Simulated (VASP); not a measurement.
Wanted: the native input for a VASP 6.6.1 run.

```yaml
Task: single point
Functional: LDA
Potentials_or_basis: VASP PAW LDA potentials, release 64 (Zn)
Cutoff: 520 eV
k_mesh: 22 × 22 × 22
Occupations: gaussian, width 0.15 eV
Spin: no spin polarisation
Dipole_correction: no
Further_INCAR_settings: ALGO = Fast; EDIFF = 1e-07; NBANDS = 12
```

The structure of Zn lies in POSCAR:

```
Zn
1.0
   -2.0915643944      1.5475211113      1.5475211113
    1.5475211113     -2.0915643944      1.5475211113
    1.5475211113      1.5475211113     -2.0915643944
Zn
1
Direct
    0.0000000000      0.0000000000      0.0000000000
```

One way to write it, as run:

INCAR

```
SYSTEM = Zn
ALGO = Fast
EDIFF = 1E-7
ENCUT = 520
ISIF = 2
ISMEAR = 0
LASPH = .TRUE.
LCHARG = .FALSE.
LREAL = .FALSE.
LWAVE = .FALSE.
NBANDS = 12
NELM = 60
PREC = Accurate
SIGMA = 0.15
```

KPOINTS

```
k-points
0
G
  22 22 22
  0 0 0
```

Potentials or basis: VASP PAW LDA potentials, release 64 (Zn).

Launch:

```sh
$ cat potpaw_LDA.64/Zn/POTCAR > POTCAR
$ mpirun -np 1 vasp_std > vasp.out
```

It gave:

- Pressure: 110.5 GPa
- Band gap on the k mesh: zero (band 6 reaches 8.65 eV, above the bottom of band 7 at -0.77 eV)

Wall time 2.2 min on 1 thread of Intel(R) Xeon(R) 6975P-C (Granite Rapids), on a shared host, peak memory 0.26 GiB.
